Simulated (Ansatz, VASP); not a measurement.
## ZnS: VASP beside Ansatz

INCAR

```
PREC = Accurate
ENCUT = 520
EDIFF = 1E-8
ISMEAR = -1
SIGMA = 0.01
LREAL = F
LASPH = T
NELM = 60
ALGO = Normal
ISIF = 2
LWAVE = F
LCHARG = F
GGA = PS
LEFG = T
NBANDS = 16
```

Contents of KPOINTS:

```
Automatic mesh
0
Gamma
  8 8 8
```

Contents of POSCAR:

```
ZnS
1.0
    0.0000000000      2.6494375689      2.6494375689
    2.6494375689      0.0000000000      2.6494375689
    2.6494375689      2.6494375689      0.0000000000
Zn S
1 1
Direct
    0.0000000000      0.0000000000      0.0000000000
    0.7500000000      0.7500000000      0.7500000000
```

Input for Ansatz:

```yaml
crystal:
  lattice:
    - [0.0, 2.6494375689, 2.6494375689]
    - [2.6494375689, 0.0, 2.6494375689]
    - [2.6494375689, 2.6494375689, 0.0]
  atoms:
    - { symbol: Zn, position: [0.0, 0.0, 0.0] }
    - { symbol: S, position: [0.75, 0.75, 0.75] }
kpoints:
  mp_grid: { grid: [8, 8, 8] }
scf:
  occupations: { method: fermi_dirac, width: 0.01 }
hamiltonian:
  xc: pbesol
  pseudopotentials: { kind: all_electron, datasets: crystal }
output:
  forces: true
  stress: true
  eigenvalues: true
  efg: { contact_densities: true }
```

Change from the starting cell: volume scaled by 0.94, crystal datasets.

Alike in both runs: task electric field gradients; functional PBEsol; k mesh 8 × 8 × 8; occupations fermi-dirac, width 0.01 eV; no spin polarisation.

|  | VASP | Ansatz |
| --- | --- | --- |
| version | VASP 6.6.1 | Ansatz 0.2.0 |
| potentials or method | VASP PAW PBE potentials, release 64 (Zn, S), cutoff 520 eV | all-electron PAW with datasets made for the crystal, scalar-relativistic |

|  | VASP | Ansatz | Ansatz less VASP |
| --- | --- | --- | --- |
| gap on the k mesh at the Fermi level (eV) | 2.24 | 2.23 | -0.006 |
| pressure (GPa) | 3.0 | 2.8 | -0.22 |

VASP's potentials were made for PBE, not for PBEsol. Ansatz ran all-electron here, and VASP with PAW potentials.
